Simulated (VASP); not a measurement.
# SrO (Fm-3m) in VASP: notebook

The runs below take SrO through single point, with PBE+D3(BJ), r2SCAN.

All numbers are computed with VASP 6.6.1; they aren't measurements. Logs are shortened: lines on timing, memory, paths and dates and some standing lists are left out, and cuts for length are marked.

## Step 1: The cell of the first run

It takes space group Fm-3m (No. 225, cubic). The conventional cell has a = 5.160 Å, b = 5.160 Å, c = 5.160 Å, α = 90.00°, β = 90.00°, γ = 90.00°. Sr (site symmetry m-3m) has 6 O at 2.58 Å within 3.4 Å. O (site symmetry m-3m) has 6 Sr at 2.58 Å within 3.4 Å.

## Step 2: Single point, PBE+D3(BJ)

File INCAR:

```
SYSTEM = SrO
PREC     = Accurate       ! precision mode
ENCUT    = 600            ! plane-wave cutoff, eV
EDIFF    = 1E-6           ! SCF threshold, eV
ISMEAR   = 0              ! smearing method
SIGMA    = 0.01           ! smearing width, eV
LREAL    = .FALSE.        ! projectors in reciprocal space
LASPH    = .TRUE.         ! aspherical terms in the spheres
NELM     = 120            ! most SCF steps
ALGO     = Normal         ! electronic algorithm
ISIF     = 2              ! what is computed and relaxed
LWAVE    = .FALSE.        ! write WAVECAR
LCHARG   = .FALSE.        ! write CHGCAR
GGA      = PE             ! functional
IVDW     = 12             ! dispersion correction
NBANDS   = 15             ! bands
GGA_COMPAT= .FALSE.
```

File KPOINTS:

```
Automatic mesh
0
G
  6 6 6
  0 0 0
```

File POSCAR:

```
SrO
1.0
    0.0000000000      2.5798923271      2.5798923271
    2.5798923271      0.0000000000      2.5798923271
    2.5798923271      2.5798923271      0.0000000000
Sr O
1 1
Direct
    0.0000000000      0.0000000000      0.0000000000
    0.5000000000      0.5000000000      0.5000000000
```

Potentials or basis: VASP PAW PBE potentials, release 64 (Sr_sv, O).

Run with:

```console
$ cat potpaw_PBE.64/Sr_sv/POTCAR potpaw_PBE.64/O/POTCAR > POTCAR
$ mpirun -np 1 vasp_std > vasp.out
```

OUTCAR:

```text
SYSTEM = SrO
   PREC = Accurate
   ENCUT = 600
   EDIFF = 1E-6
   ISMEAR = 0
   LREAL = .FALSE.
   LASPH = .TRUE.
   NELM = 120
   ISIF = 2
   GGA = PE
   IVDW = 12
 IVDW          = 12

 ion  position               nearest neighbor table
   1  0.000  0.000  0.000-   2 2.58   2 2.58   2 2.58   2 2.58   2 2.58   2 2.58
   2  0.500  0.500  0.500-   1 2.58   1 2.58   1 2.58   1 2.58   1 2.58   1 2.58

  LATTYP: Found a face centered cubic cell.
 ALAT       =     5.1597846542

  Lattice vectors:

 A1 = (   0.0000000000,   2.5798923271,   2.5798923271)
 A2 = (   2.5798923271,   0.0000000000,   2.5798923271)
 A3 = (   2.5798923271,   2.5798923271,   0.0000000000)

Analysis of symmetry for initial positions (statically):
=====================================================================
 Subroutine PRICEL returns:
 Original cell was already a primitive cell.

 Routine SETGRP: Setting up the symmetry group for a
 face centered cubic supercell.

 Subroutine GETGRP returns: Found 48 space group operations
 (whereof 48 operations were pure point group operations)
 out of a pool of 48 trial point group operations.

The static configuration has the point symmetry O_h .

Analysis of symmetry for dynamics (positions and initial velocities):
=====================================================================
 Subroutine PRICEL returns:
 Original cell was already a primitive cell.

 Routine SETGRP: Setting up the symmetry group for a
 face centered cubic supercell.

 Subroutine GETGRP returns: Found 48 space group operations
 (whereof 48 operations were pure point group operations)
 out of a pool of 48 trial point group operations.

The dynamic configuration has the point symmetry O_h .

 Subroutine INISYM returns: Found 48 space group operations
 (whereof 48 operations are pure point group operations),
 and found     1 'primitive' translations

----------------------------------------------------------------------------------------

                                     Primitive cell

  volume of cell :      34.3427

  direct lattice vectors                    reciprocal lattice vectors
     0.000000000  2.579892327  2.579892327    -0.193806538  0.193806538  0.193806538
     2.579892327  0.000000000  2.579892327     0.193806538 -0.193806538  0.193806538
     2.579892327  2.579892327  0.000000000     0.193806538  0.193806538 -0.193806538

  length of vectors
     3.648518718  3.648518718  3.648518718     0.335682770  0.335682770  0.335682770

  position of ions in fractional coordinates (direct lattice)
     0.000000000  0.000000000  0.000000000
     0.500000000  0.500000000  0.500000000

  ion indices of the primitive-cell ions
   primitive index   ion index
                 1           1
                 2           2

----------------------------------------------------------------------------------------

 KPOINTS: Automatic mesh

Automatic generation of k-mesh.
 Grid dimensions read from file:
 generate k-points for:    6    6    6

 Generating k-lattice:

  Cartesian coordinates                     Fractional coordinates (reciprocal lattice)
    -0.032301090  0.032301090  0.032301090     0.166666667  0.000000000  0.000000000
     0.032301090 -0.032301090  0.032301090     0.000000000  0.166666667  0.000000000
     0.032301090  0.032301090 -0.032301090     0.000000000  0.000000000  0.166666667

  Length of vectors
     0.055947128  0.055947128  0.055947128

  Shift w.r.t. Gamma in fractional coordinates (k-lattice)
     0.000000000  0.000000000  0.000000000

 Subroutine IBZKPT returns following result:
 ===========================================

 Found     16 irreducible k-points:

 Following reciprocal coordinates:
            Coordinates               Weight
  0.000000  0.000000  0.000000      1.000000
  0.166667  0.000000  0.000000      8.000000
  0.333333  0.000000  0.000000      8.000000
  0.500000  0.000000  0.000000      4.000000
  0.166667  0.166667  0.000000      6.000000
  0.333333  0.166667  0.000000     24.000000
[... 8 lines left out ...]
 -0.333333  0.333333  0.166667     24.000000
 -0.333333  0.500000  0.166667     12.000000
   k-points           NKPTS =     16   k-points in BZ     NKDIM =     16   number of bands    NBANDS=     15
   number of dos      NEDOS =    301   number of ions     NIONS =      2
   total plane-waves  NPLWV =  27000
   dimension x,y,z NGX =    30 NGY =   30 NGZ =   30
   dimension x,y,z NGXF=    60 NGYF=   60 NGZF=   60
   ions per type =               1   1
   NGX,Y,Z   is equivalent  to a cutoff of  13.67, 13.67, 13.67 a.u.
   NGXF,Y,Z  is equivalent  to a cutoff of  27.34, 27.34, 27.34 a.u.
 SYSTEM =  SrO
   PREC   = accura    normal or accurate (medium, high low for compatibility)
   ISTART =      0    job   : 0-new  1-cont  2-samecut
   ICHARG =      2    charge: 1-file 2-atom 10-const
   ISPIN  =      1    spin polarized calculation?
   LNONCOLLINEAR =      F non collinear calculations
   LSORBIT =      F    spin-orbit coupling
   LASPH  =      T    aspherical Exc in radial PAW
   ENCUT  =  600.0 eV  44.10 Ry    6.64 a.u.   7.29  7.29  7.29*2*pi/ulx,y,z
   NELM   =    120;   NELMIN=  2; NELMDL= -5     # of ELM steps
   EDIFF  = 0.1E-05   stopping-criterion for ELM
   LREAL  =      F    real-space projection
   EDIFFG = 0.1E-04   stopping-criterion for IOM
   NSW    =      0    number of steps for IOM
   IBRION =     -1    ionic relax: 0-MD 1-quasi-New 2-CG
   NFREE  =      0    steps in history (QN), initial steepest desc. (CG)
   ISIF   =      2    stress and relaxation
   ISYM   =      2    0-nonsym 1-usesym 2-fastsym
   POTIM  = 0.5000    time-step for ionic-motion
   TEBEG  =    0.0;   TEEND  =   0.0 temperature during run
   PSTRESS=    0.0 pullay stress
   NELECT =      16.0000    total number of electrons
   NUPDOWN=      -1.0000    fix difference up-down
   EMIN   =  10.00;   EMAX   =-10.00  energy-range for DOS
   EFERMI =   0.00;   METHOD = LEGACY
   ISMEAR =     0;   SIGMA  =   0.01  broadening in eV -4-tet -1-fermi 0-gaus
   EFERMI_NEDOS =   21; number of points for ismear=-14 and -15
   IALGO  =     38    algorithm
   IMIX   =      4    mixing-type and parameters
     AMIX     =   0.40;   BMIX     =  1.00
     AMIX_MAG =   1.60;   BMIX_MAG =  1.00
  volume/ion in A,a.u.               =      17.17       115.88
  Fermi-wavevector in a.u.,A,eV,Ry     =   1.269122  2.398292 21.914492  1.610670
  Thomas-Fermi vector in A             =   2.402180
   LORBIT       =      0    0 simple, 1 ext, 2 COOP (PROOUT), +10 PAW based schemes
   GGA     = PE    functional components
   LHFCALC =     F    Hartree Fock is set to
   AEXX    =    0.0000 exact exchange contribution
   IVDW    =    12    specifies the selected vdW correction
   LEPSILON=     F    determine dielectric tensor
   LRPA    =     F    only Hartree local field effects (RPA)
 non-spin polarized calculation
 Gauss-broadening in eV      SIGMA  =   0.01
  energy-cutoff  :      600.00
  volume of cell :       34.34
 maximum number of plane-waves:      1167
 NGX is ok and might be reduce to    30
   NGX = 15   NGY = 15   NGZ = 15

 number of electron      15.9999998 magnetization

 Free energy of the ion-electron system (eV)
  ---------------------------------------------------
  ext. energy  EPLUGINS =         0.00000000
  ---------------------------------------------------
  free energy    TOTEN  =       -12.04951624 eV

  energy without entropy =      -12.04951624  energy(sigma->0) =      -12.04951624

 E-fermi :   1.7331     XC(G=0):  -9.9773

 val. band max:        1.6137852257   @ k =   0.0000   0.0000   0.0000
 cond. band min:       4.8851456413   @ k =   0.5000   0.5000   0.0000
 fundamental gap:      3.2713604156
 Fermi energy:         1.7330650537

 k-point     1 :       0.0000    0.0000    0.0000
  band No.  band energies     occupation
      1     -30.8112      2.00000
      2     -13.4633      2.00000
      3     -12.4597      2.00000
      4     -12.4597      2.00000
      5     -12.4597      2.00000
      6       1.6138      2.00000
      7       1.6138      2.00000
      8       1.6138      2.00000
      9       5.5238      0.00000
     10       7.8022      0.00000
     11       7.8022      0.00000
     12       7.8022      0.00000
     13       9.9461      0.00000
     14       9.9461      0.00000
     15      14.2756      0.00000

 k-point     2 :       0.1667    0.0000    0.0000
  band No.  band energies     occupation
      1     -30.7787      2.00000
      2     -14.0247      2.00000
      3     -12.4800      2.00000
      4     -12.4800      2.00000
      5     -11.9789      2.00000
      6       0.8969      2.00000
      7       1.2914      2.00000
      8       1.2914      2.00000
      9       6.6682      0.00000
     10       7.6037      0.00000
     11       8.3296      0.00000
     12       8.3296      0.00000
     13      10.6314      0.00000
     14      10.6314      0.00000
     15      15.9097      0.00000

 k-point     3 :       0.3333    0.0000    0.0000
  band No.  band energies     occupation
      1     -30.7127      2.00000
      2     -14.7029      2.00000
      3     -12.5199      2.00000
      4     -12.5199      2.00000
      5     -11.4623      2.00000
      6      -0.1201      2.00000
      7       0.7394      2.00000
      8       0.7394      2.00000
      9       7.7718      0.00000
     10       8.8059      0.00000
     11       9.6046      0.00000
     12       9.6046      0.00000
     13      12.1722      0.00000
     14      12.1722      0.00000
     15      17.3512      0.00000
[... 199 lines left out ...]
 k-point    15 :      -0.3333    0.3333    0.1667
  band No.  band energies     occupation
      1     -30.6493      2.00000
      2     -14.4414      2.00000
      3     -12.9736      2.00000
      4     -12.8322      2.00000
      5     -11.7662      2.00000
      6       0.2987      2.00000
      7       0.9400      2.00000
      8       0.9989      2.00000
      9       7.7898      0.00000
     10       7.9156      0.00000
     11      10.5166      0.00000
     12      11.6413      0.00000
     13      12.9703      0.00000
     14      14.4766      0.00000
     15      15.2083      0.00000

 k-point    16 :      -0.3333    0.5000    0.1667
  band No.  band energies     occupation
      1     -30.6397      2.00000
      2     -14.0210      2.00000
      3     -13.2491      2.00000
      4     -12.9632      2.00000
      5     -12.0508      2.00000
      6       0.7392      2.00000
      7       1.1389      2.00000
      8       1.2680      2.00000
      9       6.2498      0.00000
     10       9.1483      0.00000
     11       9.9951      0.00000
     12      12.5287      0.00000
     13      12.6339      0.00000
     14      14.4596      0.00000
     15      14.9885      0.00000

------------------------ aborting loop because EDIFF is reached ----------------------------------------

 Edisp (eV)   -0.48625

 E8    (eV) :    -0.2370

  FORCE on cell =-STRESS in cart. coord.  units (eV):
  Direction    XX          YY          ZZ          XY          YZ          ZX
  --------------------------------------------------------------------------------------
  -------------------------------------------------------------------------------------
  Total      -0.01625    -0.01625    -0.01625    -0.00000     0.00000    -0.00000
  in kB      -0.75817    -0.75817    -0.75817    -0.00000     0.00000    -0.00000
  external pressure =       -0.76 kB  Pullay stress =        0.00 kB

 VOLUME and BASIS-vectors are now :
 -----------------------------------------------------------------------------
  energy-cutoff  :      600.00
  volume of cell :       34.34
      direct lattice vectors                 reciprocal lattice vectors
     0.000000000  2.579892327  2.579892327    -0.193806538  0.193806538  0.193806538
     2.579892327  0.000000000  2.579892327     0.193806538 -0.193806538  0.193806538
     2.579892327  2.579892327  0.000000000     0.193806538  0.193806538 -0.193806538

 POSITION                                       TOTAL-FORCE (eV/Angst)
 -----------------------------------------------------------------------------------
      0.00000      0.00000      0.00000         0.000000     -0.000000     -0.000000
      2.57989      2.57989      2.57989         0.000000      0.000000      0.000000
 -----------------------------------------------------------------------------------
    total drift:                                0.000000      0.000000      0.000000

  FREE ENERGIE OF THE ION-ELECTRON SYSTEM (eV)
  ---------------------------------------------------
  free  energy   TOTEN  =       -12.5357634769 eV

  energy  without entropy=      -12.5357634769  energy(sigma->0) =      -12.53576348
```

It took 21 s on 1 thread of Intel Xeon Platinum 8259CL at 2.50GHz (Skylake/Cascade Lake), shared host; peak memory 0.17 GiB.

What came out:

* Free energy: -12.5358 eV
* Pressure: -0.1 GPa
* Band gap on the k mesh: 3.27 eV (least direct gap 3.37 eV)
* Dispersion energy per atom: -0.243 eV

A k mesh can miss the band edges.

## Step 3: Single point, r2SCAN

POSCAR is that of step 2.

File INCAR.step1:

```
SYSTEM = SrO
PREC = Accurate
ENCUT = 660
ISMEAR = 0
SIGMA = 0.01
LREAL = .False.
LASPH = .True.
NELM = 120
NBANDS = 15
GGA = PE
ALGO = Normal
EDIFF = 1E-5
LWAVE = .True.
LCHARG = .False.
GGA_COMPAT = .False.
```

File INCAR.step2:

```
SYSTEM = SrO
PREC = Accurate
ENCUT = 660
EDIFF = 1E-6
ISMEAR = 0
SIGMA = 0.01
LREAL = .False.
LASPH = .True.
NELM = 120
ALGO = Normal
ISIF = 2
LWAVE = .False.
LCHARG = .True.
METAGGA = R2SCAN
LMIXTAU = .True.
LELF = .True.
LVHAR = .True.
NBANDS = 15
ISTART = 1
GGA_COMPAT = .False.
```

File KPOINTS:

```
regular mesh
0
Gamma
  6 6 6
  0 0 0
```

Potentials or basis: VASP PAW PBE potentials, release 64 (Sr_sv, O).

Run with:

```console
$ cat potpaw_PBE.64/Sr_sv/POTCAR potpaw_PBE.64/O/POTCAR > POTCAR
$ cp INCAR.step1 INCAR
$ mpirun -np 1 vasp_std > vasp.out
$ cp INCAR.step2 INCAR
$ mpirun -np 1 vasp_std > vasp.out
```

OUTCAR:

```text
SYSTEM = SrO
   PREC = Accurate
   ENCUT = 660
   EDIFF = 1E-6
   ISMEAR = 0
   LREAL = .False.
   LASPH = .True.
   NELM = 120
   ISIF = 2
   METAGGA = R2SCAN
   ISTART = 1

 ion  position               nearest neighbor table
   1  0.000  0.000  0.000-   2 2.58   2 2.58   2 2.58   2 2.58   2 2.58   2 2.58
   2  0.500  0.500  0.500-   1 2.58   1 2.58   1 2.58   1 2.58   1 2.58   1 2.58

  LATTYP: Found a face centered cubic cell.
 ALAT       =     5.1597846542

  Lattice vectors:

[... 466 lines left out ...]

  FORCE on cell =-STRESS in cart. coord.  units (eV):
  Direction    XX          YY          ZZ          XY          YZ          ZX
  --------------------------------------------------------------------------------------
  -------------------------------------------------------------------------------------
  Total        0.0882113      0.0882113      0.0882113     -0.0000000     -0.0000000      0.0000000
  in kB        4.1152854      4.1152854      4.1152854     -0.0000000     -0.0000000      0.0000000
  external PRESSURE =       4.1152854 kB  Pullay stress =       0.0000000 kB

 VOLUME and BASIS-vectors are now :
 -----------------------------------------------------------------------------
  energy-cutoff  :      660.00
  volume of cell :       34.34
      direct lattice vectors                 reciprocal lattice vectors
     0.000000000  2.579892327  2.579892327    -0.193806538  0.193806538  0.193806538
     2.579892327  0.000000000  2.579892327     0.193806538 -0.193806538  0.193806538
     2.579892327  2.579892327  0.000000000     0.193806538  0.193806538 -0.193806538

 POSITION                                       TOTAL-FORCE (eV/Angst)
 -----------------------------------------------------------------------------------
      0.00000      0.00000      0.00000         0.000000      0.000000      0.000000
      2.57989      2.57989      2.57989        -0.000000     -0.000000     -0.000000
 -----------------------------------------------------------------------------------
    total drift:                                0.000000     -0.000000      0.000000

  FREE ENERGIE OF THE ION-ELECTRON SYSTEM (eV)
  ---------------------------------------------------
  free  energy   TOTEN  =       -27.0599017880 eV

  energy  without entropy=      -27.0599017880  energy(sigma->0) =      -27.05990179
```

Run time: 85 s. Hardware: 1 thread of Intel Xeon Platinum 8259CL at 2.50GHz (Skylake/Cascade Lake), shared host; peak memory 0.19 GiB.

Results:

```
Free energy            : -27.0599 eV
Pressure               : 0.4 GPa
Band gap on the k mesh : 3.75 eV (least direct gap 3.84 eV)
```

Caveat: the PAW data sets were made with another functional, which shifts forces and pressure a little.
